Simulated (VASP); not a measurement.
Write the native input for VASP 6.6.1 that does the following.

```yaml
Task: relaxation of cell and atoms
Functional: LDA
Potentials_or_basis: VASP PAW LDA potentials, release 64 (Ti_sv, O)
Cutoff: 600 eV
k_mesh: 7 × 5 × 3
Occupations: fermi-dirac, width 0.05 eV
Spin: no spin polarisation
Hubbard_terms: Ti d U = 8.0 eV
Dipole_correction: no
Further_INCAR_settings: ALGO = Normal; EDIFF = 1e-07; IBRION = 2; EDIFFG = -0.01; NSW = 60; ISIF = 3
```

The structure of TiO2 lies in POSCAR:

```
TiO2
1.0
    2.9682645463      0.0000000000      0.0000000000
    0.0002080834      4.7076067549      0.0000000000
    1.4835696211      0.2423534620      7.0834647979
Ti O
3 6
Direct
    0.0033718700      0.0003888100      0.0007031900
    0.3446402100      0.4802596500      0.3169598700
    0.6617081400      0.5204743600      0.6844963600
    0.4400381600      0.1854376900      0.1285388000
    0.7779263400      0.2977287500      0.4518780700
    0.1012362400      0.3089534200      0.8062432200
    0.9064972100      0.6918369900      0.1951715700
    0.2294071500      0.7030072800      0.5495147300
    0.5680256700      0.8153000600      0.8728271800
```

The input as run:

INCAR

```
SYSTEM = TiO2
ALGO = Normal
EDIFF = 1E-7
EDIFFG = -0.01
ENCUT = 600
GGA = CA
GGA_COMPAT = .FALSE.
IBRION = 2
ISIF = 3
ISMEAR = -1
KPAR = 4
LASPH = .TRUE.
LCHARG = .FALSE.
LDAU = .TRUE.
LDAUJ = 0 0
LDAUL = 2 -1
LDAUPRINT = 1
LDAUTYPE = 2
LDAUU = 8 0
LMAXMIX = 4
LREAL = .FALSE.
LWAVE = .FALSE.
NELM = 200
NELMIN = 4
NSW = 60
PREC = Accurate
SIGMA = 0.05
```

KPOINTS

```
k-points
0
G
  7 5 3
  0 0 0
```

Potentials or basis: VASP PAW LDA potentials, release 64 (Ti_sv, O).

The run is started by

```bash
$ cat potpaw_LDA.64/Ti_sv/POTCAR potpaw_LDA.64/O/POTCAR > POTCAR
$ mpirun -np 4 vasp_std > vasp.out
```

Results of the run:

```
Relaxed volume                        : 11.27 Å³/atom
Relaxed cell                          : a = 3.026 Å, b = 4.684 Å, c = 7.321 Å, α = 87.94°, β = 78.07°, γ = 90.00°
Space group after relaxing (to 0.1 Å) : C2/m (No. 12)
Energy gained by relaxing             : 9.3 meV/atom
Ionic steps                           : 17
Pressure after relaxing               : 0.0 GPa
Largest force after relaxing          : 0.008 eV/Å
Band gap on the k mesh                : 3.22 eV (least direct gap 3.30 eV)
```

Run time: 26 min on 4 MPI ranks on Oxide Virtual Turin-like Processor, on a shared host, peak memory 0.32 GiB a rank.
